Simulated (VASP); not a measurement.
# Ge in VASP: notebook

Runs on Ge. Level: PBE+D3(BJ). Tasks: single point.

All numbers are computed with VASP 6.6.1; they aren't measurements. Logs are shortened: lines on timing, memory, paths and dates and some standing lists are left out, and cuts for length are marked.

**1. The cell of the first run**

The cell holds a slab with vacuum, 2 atoms: a = 3.901 Å, b = 3.901 Å, c = 28.000 Å, α = 90.00°, β = 90.00°, γ = 120.00°.

**2. Single point, PBE+D3(BJ)**

The input, INCAR:

```
  ALGO = Normal
  DIPOL = 0.5 0.5 0.500
  EDIFF = 1E-7
  ENCUT = 520
  GGA = PE
  IDIPOL = 3
  ISIF = 2
  ISMEAR = 0
  IVDW = 12
  LASPH = True
  LCHARG = False
  LDIPOL = True
  LREAL = False
  LWAVE = False
  NBANDS = 21
  NELM = 80
  PREC = Accurate
  SIGMA = 0.1
```

The input, KPOINTS:

```
k-points
0
Gamma
  12 12 1
```

The input, POSCAR:

```
Ge
1.0
    3.9010000000      0.0000000000      0.0000000000
   -1.9505000000      3.3783651002      0.0000000000
    0.0000000000      0.0000000000     28.0000000000
Ge
2
Direct
    0.3333333333      0.6666666667      0.5000000000
    0.6666666667      0.3333333333      0.5000000000
```

Potentials or basis: VASP PAW PBE potentials, release 64 (Ge_d).

Launch:

```sh
> cat potpaw_PBE.64/Ge_d/POTCAR > POTCAR
> mpirun -np 1 vasp_std > vasp.out
```

OUTCAR:

```text
EDIFF = 1E-7
   ENCUT = 520
   GGA = PE
   ISIF = 2
   ISMEAR = 0
   IVDW = 12
   LASPH = True
   LREAL = False
   NELM = 80
   PREC = Accurate
 IVDW          = 12

 ion  position               nearest neighbor table
   1  0.333  0.667  0.500-   2 2.25   2 2.25   2 2.25
   2  0.667  0.333  0.500-   1 2.25   1 2.25   1 2.25

  LATTYP: Found a hexagonal cell.
 ALAT       =     3.9010000000
 C/A-ratio  =     7.1776467572

  Lattice vectors:

 A1 = (   3.9010000000,   0.0000000000,   0.0000000000)
 A2 = (  -1.9505000000,   3.3783651002,   0.0000000000)
 A3 = (   0.0000000000,   0.0000000000,  28.0000000000)

Analysis of symmetry for initial positions (statically):
=====================================================================
 Subroutine PRICEL returns:
 Original cell was already a primitive cell.

 Routine SETGRP: Setting up the symmetry group for a
 hexagonal supercell.

 Subroutine GETGRP returns: Found 24 space group operations
 (whereof 24 operations were pure point group operations)
 out of a pool of 24 trial point group operations.

The static configuration has the point symmetry D_6h.

Analysis of symmetry for dynamics (positions and initial velocities):
=====================================================================
 Subroutine PRICEL returns:
 Original cell was already a primitive cell.

 Routine SETGRP: Setting up the symmetry group for a
 hexagonal supercell.

 Subroutine GETGRP returns: Found 24 space group operations
 (whereof 24 operations were pure point group operations)
 out of a pool of 24 trial point group operations.

The dynamic configuration has the point symmetry D_6h.

 Subroutine INISYM returns: Found 24 space group operations
 (whereof 24 operations are pure point group operations),
 and found     1 'primitive' translations

----------------------------------------------------------------------------------------

                                     Primitive cell

  volume of cell :     369.0121

  direct lattice vectors                    reciprocal lattice vectors
     3.901000000  0.000000000  0.000000000     0.256344527  0.148000582  0.000000000
    -1.950500000  3.378365100  0.000000000     0.000000000  0.296001163  0.000000000
     0.000000000  0.000000000 28.000000000     0.000000000  0.000000000  0.035714286

  length of vectors
     3.901000000  3.901000000 28.000000000     0.296001163  0.296001163  0.035714286

  position of ions in fractional coordinates (direct lattice)
     0.333333333  0.666666667  0.500000000
     0.666666667  0.333333333  0.500000000

  ion indices of the primitive-cell ions
   primitive index   ion index
                 1           1
                 2           2

----------------------------------------------------------------------------------------

 KPOINTS: k-points

Automatic generation of k-mesh.
 Grid dimensions read from file:
 generate k-points for:   12   12    1

 Generating k-lattice:

  Cartesian coordinates                     Fractional coordinates (reciprocal lattice)
     0.021362044  0.012333382  0.000000000     0.083333333 -0.000000000  0.000000000
     0.000000000  0.024666764  0.000000000     0.000000000  0.083333333  0.000000000
     0.000000000  0.000000000  0.035714286     0.000000000  0.000000000  1.000000000

  Length of vectors
     0.024666764  0.024666764  0.035714286

  Shift w.r.t. Gamma in fractional coordinates (k-lattice)
     0.000000000  0.000000000  0.000000000

 Subroutine IBZKPT returns following result:
 ===========================================

 Found     19 irreducible k-points:

 Following reciprocal coordinates:
            Coordinates               Weight
  0.000000  0.000000  0.000000      1.000000
  0.083333  0.000000  0.000000      6.000000
  0.166667  0.000000  0.000000      6.000000
  0.250000  0.000000  0.000000      6.000000
  0.333333  0.000000  0.000000      6.000000
  0.416667  0.000000  0.000000      6.000000
[... 11 lines left out ...]
  0.333333  0.250000  0.000000     12.000000
  0.333333  0.333333  0.000000      2.000000
   k-points           NKPTS =     19   k-points in BZ     NKDIM =     19   number of bands    NBANDS=     21
   number of dos      NEDOS =    301   number of ions     NIONS =      2
   total plane-waves  NPLWV = 189000
   dimension x,y,z NGX =    30 NGY =   30 NGZ =  210
   dimension x,y,z NGXF=    60 NGYF=   60 NGZF=  420
   ions per type =               2
   NGX,Y,Z   is equivalent  to a cutoff of  12.78, 12.78, 12.47 a.u.
   NGXF,Y,Z  is equivalent  to a cutoff of  25.57, 25.57, 24.94 a.u.
 SYSTEM =  unknown system
   PREC   = accura    normal or accurate (medium, high low for compatibility)
   ISTART =      0    job   : 0-new  1-cont  2-samecut
   ICHARG =      2    charge: 1-file 2-atom 10-const
   ISPIN  =      1    spin polarized calculation?
   LNONCOLLINEAR =      F non collinear calculations
   LSORBIT =      F    spin-orbit coupling
   LASPH  =      T    aspherical Exc in radial PAW
   ENCUT  =  520.0 eV  38.22 Ry    6.18 a.u.   7.25  7.25 52.06*2*pi/ulx,y,z
   NELM   =     80;   NELMIN=  2; NELMDL= -5     # of ELM steps
   EDIFF  = 0.1E-06   stopping-criterion for ELM
   LREAL  =      F    real-space projection
   EDIFFG = 0.1E-05   stopping-criterion for IOM
   NSW    =      0    number of steps for IOM
   IBRION =     -1    ionic relax: 0-MD 1-quasi-New 2-CG
   NFREE  =      0    steps in history (QN), initial steepest desc. (CG)
   ISIF   =      2    stress and relaxation
   ISYM   =      2    0-nonsym 1-usesym 2-fastsym
   POTIM  = 0.5000    time-step for ionic-motion
   TEBEG  =    0.0;   TEEND  =   0.0 temperature during run
   PSTRESS=    0.0 pullay stress
   NELECT =      28.0000    total number of electrons
   NUPDOWN=      -1.0000    fix difference up-down
   EMIN   =  10.00;   EMAX   =-10.00  energy-range for DOS
   EFERMI =   0.00;   METHOD = LEGACY
   ISMEAR =     0;   SIGMA  =   0.10  broadening in eV -4-tet -1-fermi 0-gaus
   EFERMI_NEDOS =   21; number of points for ismear=-14 and -15
   IALGO  =     38    algorithm
   IMIX   =      4    mixing-type and parameters
     AMIX     =   0.40;   BMIX     =  1.00
     AMIX_MAG =   1.60;   BMIX_MAG =  1.00
  volume/ion in A,a.u.               =     184.51      1245.11
  Fermi-wavevector in a.u.,A,eV,Ry     =   0.693076  1.309723  6.535611  0.480354
  Thomas-Fermi vector in A             =   1.775187
   LORBIT       =      0    0 simple, 1 ext, 2 COOP (PROOUT), +10 PAW based schemes
   GGA     = PE    functional components
   LHFCALC =     F    Hartree Fock is set to
   AEXX    =    0.0000 exact exchange contribution
   IVDW    =    12    specifies the selected vdW correction
   LEPSILON=     F    determine dielectric tensor
   LRPA    =     F    only Hartree local field effects (RPA)
 non-spin polarized calculation
 Gauss-broadening in eV      SIGMA  =   0.10
  energy-cutoff  :      520.00
  volume of cell :      369.01
 maximum number of plane-waves:     10011
 NGX is ok and might be reduce to    30
   NGX = 15   NGY = 15   NGZ =105

 dipolmoment           0.000000      0.000000      0.000000 electrons x Angstroem

 number of electron      27.9999975 magnetization

 dipolmoment           0.000000      0.000000     -0.000000 electrons x Angstroem

 Free energy of the ion-electron system (eV)
  ---------------------------------------------------
  ext. energy  EPLUGINS =         0.00000000
  ---------------------------------------------------
  free energy    TOTEN  =        -7.62947097 eV

  energy without entropy =       -7.62768554  energy(sigma->0) =       -7.62857826

 E-fermi :  -3.1856     XC(G=0):  -1.6490

 val. band max:       -3.2160276512   @ k =   0.0000   0.0000   0.0000
 cond. band min:      -3.1551093505   @ k =   0.3333   0.3333   0.0000
 fundamental gap:      0.0609183008
 Fermi energy:        -3.1855671215

 k-point     1 :       0.0000    0.0000    0.0000
  band No.  band energies     occupation
      1     -28.4880      2.00000
      2     -28.4303      2.00000
      3     -28.4303      2.00000
      4     -28.3703      2.00000
      5     -28.3703      2.00000
      6     -28.2081      2.00000
[... 13 lines left out ...]
     20       1.1934      0.00000
     21       1.6205      0.00000

 k-point     2 :       0.0833    0.0000    0.0000
  band No.  band energies     occupation
      1     -28.4903      2.00000
      2     -28.4482      2.00000
      3     -28.4436      2.00000
      4     -28.3720      2.00000
      5     -28.3678      2.00000
      6     -28.1924      2.00000
[... 13 lines left out ...]
     20       1.2851      0.00000
     21       1.7110      0.00000

 k-point     3 :       0.1667    0.0000    0.0000
  band No.  band energies     occupation
      1     -28.5076      2.00000
      2     -28.4869      2.00000
      3     -28.4601      2.00000
      4     -28.3765      2.00000
      5     -28.3606      2.00000
      6     -28.1627      2.00000
[... 13 lines left out ...]
     20       1.5611      0.00000
     21       1.6483      0.00000
[... 337 lines left out ...]
 k-point    18 :       0.3333    0.2500    0.0000
  band No.  band energies     occupation
      1     -28.6675      2.00000
      2     -28.5088      2.00000
      3     -28.4743      2.00000
      4     -28.4042      2.00000
      5     -28.2856      2.00000
      6     -28.2348      2.00000
[... 13 lines left out ...]
     20       4.3418      0.00000
     21       4.3901      0.00000

 k-point    19 :       0.3333    0.3333    0.0000
  band No.  band energies     occupation
      1     -28.6755      2.00000
      2     -28.4899      2.00000
      3     -28.4899      2.00000
      4     -28.4062      2.00000
      5     -28.2602      2.00000
      6     -28.2602      2.00000
[... 13 lines left out ...]
     20       4.1023      0.00000
     21       4.1023      0.00000

------------------------ aborting loop because EDIFF is reached ----------------------------------------

 vacuum level on the upper side and lower side of the slab       (xc-potential included)        -0.007        -0.007

 Edisp (eV)   -0.32924

 E8    (eV) :    -0.1577

  FORCE on cell =-STRESS in cart. coord.  units (eV):
  Direction    XX          YY          ZZ          XY          YZ          ZX
  --------------------------------------------------------------------------------------
  -------------------------------------------------------------------------------------
  Total       3.97244     3.97244    -0.01707     0.00000    -0.00000     0.00000
  in kB      17.24756    17.24756    -0.07410     0.00000    -0.00000     0.00000
  external pressure =       11.47 kB  Pullay stress =        0.00 kB

 VOLUME and BASIS-vectors are now :
 -----------------------------------------------------------------------------
  energy-cutoff  :      520.00
  volume of cell :      369.01
      direct lattice vectors                 reciprocal lattice vectors
     3.901000000  0.000000000  0.000000000     0.256344527  0.148000582  0.000000000
    -1.950500000  3.378365100  0.000000000     0.000000000  0.296001163  0.000000000
     0.000000000  0.000000000 28.000000000     0.000000000  0.000000000  0.035714286

 POSITION                                       TOTAL-FORCE (eV/Angst)
 -----------------------------------------------------------------------------------
     -0.00000      2.25224     14.00000        -0.000000      0.000000      0.000000
      1.95050      1.12612     14.00000         0.000000      0.000000      0.000000
 -----------------------------------------------------------------------------------
    total drift:                                0.000000      0.000000     -0.000000

  FREE ENERGIE OF THE ION-ELECTRON SYSTEM (eV)
  ---------------------------------------------------
  free  energy   TOTEN  =        -7.9587079244 eV

  energy  without entropy=       -7.9569224962  energy(sigma->0) =       -7.95781521

 vacuum level on the upper side and lower side of the slab         1.150         1.150
```

Wall time 2.8 min (1 thread of Intel Xeon 6975P-C (Granite Rapids), shared host); peak memory 0.49 GiB.

Results:

```
Free energy                : -7.9587 eV
Band gap on the k mesh     : zero (bands 14 and 15 overlap by 0.06 eV)
Dispersion energy per atom : -0.165 eV
```

**3. Single point, PBE+D3(BJ)**

This run uses another cell than the first one.

The input, INCAR:

```
PREC = Accurate
ENCUT = 520
EDIFF = 1E-7
ISMEAR = 0
SIGMA = 0.1
LREAL = False
LASPH = True
NELM = 60
ALGO = Normal
ISIF = 2
LWAVE = False
LCHARG = False
LDIPOL = True
IDIPOL = 3
DIPOL = 0.5 0.5 0.500
GGA = PE
IVDW = 12
NBANDS = 21
```

The input, KPOINTS:

```
regular mesh
0
Gamma
  12 12 1
```

The input, POSCAR:

```
Ge
1.0
    3.9650000000      0.0000000000      0.0000000000
   -1.9825000000      3.4337907260      0.0000000000
    0.0000000000      0.0000000000     28.0000000000
Ge
2
Direct
    0.3333333333      0.6666666667      0.5000000000
    0.6666666667      0.3333333333      0.5000000000
```

Potentials or basis: VASP PAW PBE potentials, release 64 (Ge_d).

Launch:

```sh
> cat potpaw_PBE.64/Ge_d/POTCAR > POTCAR
> mpirun -np 1 vasp_std > vasp.out
```

It took 4.4 min on 1 thread of Intel Xeon 6975P-C (Granite Rapids), shared host; peak memory 0.53 GiB.

It converged, with:

| Quantity | Value |
| --- | --- |
| Free energy | -8.0622 eV |
| Band gap on the k mesh | zero (bands 14 and 15 overlap by 0.54 eV) |
| Dispersion energy per atom | -0.159 eV |

Levels at points of the mesh, in eV from the Fermi level:
```
           k point  band 11  band 12  band 13  band 14  band 15  band 16  band 17  band 18
(0.00, 0.00, 0.00)   -12.50    -3.20    -1.60    -1.60    -0.50     3.07     3.34     3.34
(0.50, 0.00, 0.00)   -10.34    -8.46    -3.26    -1.01     0.56     0.89     5.98     6.34
```

**4. Single point, PBE+D3(BJ)**

This run uses another cell than the first one.

The input, INCAR:

```
SYSTEM = Ge
ALGO = Normal
DIPOL = 0.5 0.5 0.500
EDIFF = 1E-6
ENCUT = 520
GGA = PE
IDIPOL = 3
ISIF = 2
ISMEAR = 0
IVDW = 12
LASPH = .TRUE.
LCHARG = .FALSE.
LDIPOL = .TRUE.
LREAL = .FALSE.
LWAVE = .FALSE.
NBANDS = 21
NELM = 60
PREC = Accurate
SIGMA = 0.1
```

The input, KPOINTS:

```
k-points
0
G
  12 12 1
  0 0 0
```

The input, POSCAR:

```
Ge
1.0
    4.0300000000      0.0000000000      0.0000000000
   -2.0150000000      3.4900823773      0.0000000000
    0.0000000000      0.0000000000     28.0000000000
Ge
2
Direct
    0.3333333333      0.6666666667      0.5000000000
    0.6666666667      0.3333333333      0.5000000000
```

Potentials or basis: VASP PAW PBE potentials, release 64 (Ge_d).

Launch:

```sh
> cat potpaw_PBE.64/Ge_d/POTCAR > POTCAR
> mpirun -np 1 vasp_std > vasp.out
```

OUTCAR:

```text
SYSTEM = Ge
   EDIFF = 1E-6
   ENCUT = 520
   GGA = PE
   ISIF = 2
   ISMEAR = 0
   IVDW = 12
   LASPH = .TRUE.
   LREAL = .FALSE.
   NELM = 60
   PREC = Accurate
 IVDW          = 12

 ion  position               nearest neighbor table
   1  0.333  0.667  0.500-   2 2.33   2 2.33   2 2.33
   2  0.667  0.333  0.500-   1 2.33   1 2.33   1 2.33

  LATTYP: Found a hexagonal cell.
 ALAT       =     4.0300000000
 C/A-ratio  =     6.9478908189

  Lattice vectors:

 A1 = (   4.0300000000,   0.0000000000,   0.0000000000)
[... 642 lines left out ...]

 Edisp (eV)   -0.30830

 E8    (eV) :    -0.1476

  FORCE on cell =-STRESS in cart. coord.  units (eV):
  Direction    XX          YY          ZZ          XY          YZ          ZX
  --------------------------------------------------------------------------------------
  -------------------------------------------------------------------------------------
  Total       0.88496     0.88496    -0.01591     0.00000    -0.00000     0.00000
  in kB       3.60028     3.60028    -0.06473     0.00000    -0.00000     0.00000
  external pressure =        2.38 kB  Pullay stress =        0.00 kB

 VOLUME and BASIS-vectors are now :
 -----------------------------------------------------------------------------
  energy-cutoff  :      520.00
  volume of cell :      393.82
      direct lattice vectors                 reciprocal lattice vectors
     4.030000000  0.000000000  0.000000000     0.248138958  0.143263094  0.000000000
    -2.015000000  3.490082377  0.000000000     0.000000000  0.286526188  0.000000000
     0.000000000  0.000000000 28.000000000     0.000000000  0.000000000  0.035714286

 POSITION                                       TOTAL-FORCE (eV/Angst)
 -----------------------------------------------------------------------------------
     -0.00000      2.32672     14.00000        -0.000000      0.000000     -0.000000
      2.01500      1.16336     14.00000         0.000000     -0.000000      0.000000
 -----------------------------------------------------------------------------------
    total drift:                                0.000000      0.000000     -0.000000

  FREE ENERGIE OF THE ION-ELECTRON SYSTEM (eV)
  ---------------------------------------------------
  free  energy   TOTEN  =        -8.1140717170 eV

  energy  without entropy=       -8.1124940951  energy(sigma->0) =       -8.11328291

 vacuum level on the upper side and lower side of the slab         1.099         1.099
```

OSZICAR:

```text
N       E                     dE             d eps       ncg     rms          rms(c)
DAV:   1     0.154810518259E+03    0.15481E+03   -0.13905E+04   950   0.129E+03
DAV:   2     0.933071983265E+01   -0.14548E+03   -0.14161E+03  1086   0.256E+02
DAV:   3    -0.712039154946E+01   -0.16451E+02   -0.16388E+02  1036   0.108E+02
DAV:   4    -0.788781930216E+01   -0.76743E+00   -0.76510E+00   997   0.271E+01
[... 11 lines left out ...]
DAV:  16    -0.780574292016E+01   -0.79670E-05   -0.10977E-07   705   0.268E-03    0.724E-04
DAV:  17    -0.780576759933E+01   -0.24679E-04   -0.14941E-06   701   0.353E-03    0.505E-04
DAV:  18    -0.780576970354E+01   -0.21042E-05   -0.19730E-08   676   0.151E-03    0.361E-04
DAV:  19    -0.780577327893E+01   -0.35754E-05   -0.70199E-08   643   0.113E-03    0.164E-04
DAV:  20    -0.780577363923E+01   -0.36030E-06   -0.40216E-09   661   0.874E-04
   1 F= -.81140717E+01 E0= -.81132829E+01  d E =-.157762E-02
```

Run time: 4 min. Hardware: 1 thread of Intel Xeon 6975P-C (Granite Rapids), shared host; peak memory 0.5 GiB.

What came out:

* Free energy: -8.1141 eV
* Band gap on the k mesh: zero (bands 14 and 15 overlap by 1.01 eV)
* Dispersion energy per atom: -0.154 eV

**5. Single point, PBE+D3(BJ)**

This run uses another cell than the first one.

The input, INCAR:

```
SYSTEM = Ge
PREC = Accurate
ENCUT = 520
EDIFF = 1E-7
ISMEAR = 0
SIGMA = 0.1
LREAL = .FALSE.
LASPH = .TRUE.
NELM = 60
ALGO = Normal
ISIF = 2
LWAVE = .FALSE.
LCHARG = .FALSE.
LDIPOL = .TRUE.
IDIPOL = 3
DIPOL = 0.5 0.5 0.500
GGA = PE
IVDW = 12
NBANDS = 21
```

The input, KPOINTS:

```
Automatic mesh
0
G
  12 12 1
  0 0 0
```

The input, POSCAR:

```
Ge
1.0
    4.0950000000      0.0000000000      0.0000000000
   -2.0475000000      3.5463740285      0.0000000000
    0.0000000000      0.0000000000     28.0000000000
Ge
2
Direct
    0.3333333333      0.6666666667      0.5000000000
    0.6666666667      0.3333333333      0.5000000000
```

Launch:

```sh
> cat potpaw_PBE.64/Ge_d/POTCAR > POTCAR
> mpirun -np 1 vasp_std > vasp.out
```

It took 4.8 min on 1 thread of Intel Xeon Platinum 8259CL at 2.50GHz (Skylake/Cascade Lake), shared host; peak memory 0.53 GiB.

The run converged. Its results:

```
Free energy                : -8.1245 eV
Band gap on the k mesh     : zero (bands 14 and 15 overlap by 1.44 eV)
Dispersion energy per atom : -0.149 eV
```

Levels at points of the mesh, in eV from the Fermi level:
| k point | band 12 | band 13 | band 14 | band 15 | band 16 | band 17 |
| --- | --- | --- | --- | --- | --- | --- |
| (0.00, 0.00, 0.00) | -2.65 | -1.42 | -1.42 | -1.11 | 3.37 | 3.37 |
| (0.50, 0.00, 0.00) | -8.00 | -2.89 | -0.65 | 0.57 | 1.14 | 6.15 |

**6. Summary**

```csv
cell,gap on the mesh (eV)
"a = 3.901, b = 3.901, c = 28.000 Å, angles 90.0, 90.0, 120.0°, 2 atoms",none
"a = 3.965, b = 3.965, c = 28.000 Å, angles 90.0, 90.0, 120.0°, 2 atoms",none
"a = 4.030, b = 4.030, c = 28.000 Å, angles 90.0, 90.0, 120.0°, 2 atoms",none
"a = 4.095, b = 4.095, c = 28.000 Å, angles 90.0, 90.0, 120.0°, 2 atoms",none
```

Alike in all rows: task single point; level PBE+D3(BJ); potentials or basis VASP PAW PBE potentials, release 64 (Ge_d); no spin polarisation; k mesh 12 × 12 × 1; cutoff (eV) 520; smearing gaussian 0.1 eV.

Total energies depend on the potentials used, so only differences within one code and one set of settings carry meaning.
